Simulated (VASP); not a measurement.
A run of VASP 6.6.1 is set up as follows.

The input INCAR:

```
SYSTEM = HfMoSe4
ALGO = Normal ; EDIFF = 1E-6
ENCUT = 520 ; GGA = PE
ISIF = 2 ; ISMEAR = 0
ISPIN = 2 ; LASPH = .TRUE.
LCHARG = .TRUE. ; LELF = .TRUE.
LMAXMIX = 4 ; LORBIT = 11
LREAL = .FALSE. ; LVHAR = .TRUE.
LWAVE = .FALSE. ; MAGMOM = 0 1 0 0 0 0
NBANDS = 37 ; NELM = 150
PREC = Accurate ; SIGMA = 0.1
```

File KPOINTS:

```
k-points
0
G
  4 4 4
  0 0 0
```

POSCAR

```
HfMoSe4
1.0
    0.0000000000      3.8914710863      3.8914710863
    3.8914710863      0.0000000000      3.8914710863
    3.8914710863      3.8914710863      0.0000000000
Hf Mo Se
1 1 4
Direct
    0.0000000000      0.0000000000      0.0000000000
    0.7500000000      0.7500000000      0.7500000000
    0.8757067843      0.3747644052      0.3747644052
    0.3747644052      0.3747644052      0.3747644052
    0.3747644052      0.8757067843      0.3747644052
    0.3747644052      0.3747644052      0.8757067843
```

Potentials or basis: VASP PAW PBE potentials, release 64 (Hf_pv, Mo_sv, Se).

Run with:

```sh
$ cat potpaw_PBE.64/Hf_pv/POTCAR potpaw_PBE.64/Mo_sv/POTCAR potpaw_PBE.64/Se/POTCAR > POTCAR
$ mpirun -np 1 vasp_std > vasp.out
```

Problem. Estimate the site moments.

Solution. Hf -0.10; Mo +1.09; Se -0.01 μB.

Problem. What does it give for the net moment?

Solution. 1.09 μB per cell.

Problem. Estimate the largest force.

Solution. 0.113 eV/Å.

Forces on the atoms (eV/Å):
```
Hf   0.000  0.000  0.000
Mo   0.000  0.000  0.000
Se   0.065 -0.065 -0.065
Se   0.065  0.065  0.065
Se  -0.065  0.065 -0.065
Se  -0.065 -0.065  0.065
```
